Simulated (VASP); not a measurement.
CdSe: single point with BLYP

Crystal: CdSe.

```
Cd Se
1.0
     4.06439    0.00000    0.00000
     2.03220    3.51986    0.00000
     2.03220    1.17329    3.31856
Cd Se
1 1
Direct
  0.00000 0.00000 0.00000
  0.50000 0.50000 0.50000
```

* Program: VASP 6.6.1
* Task: single point
* Functional: BLYP
* Potentials or basis: VASP PAW PBE potentials, release 64 (Cd, Se)
* Cutoff: 520 eV
* k mesh: 6 × 6 × 6
* Occupations: methfessel-paxton, width 0.05 eV
* Spin: no spin polarisation

- Pressure: 4.2 GPa
- Band gap on the k mesh: zero (band 9 reaches 2.64 eV, above the bottom of band 10 at 2.16 eV)

Levels at points of the mesh, in eV from the Fermi level:
```csv
k point,band 7,band 8,band 9,band 10,band 11,band 12
"(0.00, 0.00, 0.00)",-0.59,-0.59,-0.59,0.09,8.90,8.90
"(0.50, 0.00, 0.00)",-4.87,-0.02,-0.02,3.26,5.35,5.35
"(0.50, 0.50, 0.00)",-3.94,-1.98,-1.98,-0.51,5.85,9.84
```

It took 67 s on 1 thread of Intel Xeon 8259CL, on a shared host, peak memory 0.17 GiB.

Caveat: the PAW data sets were made with another functional, which shifts forces and pressure a little.
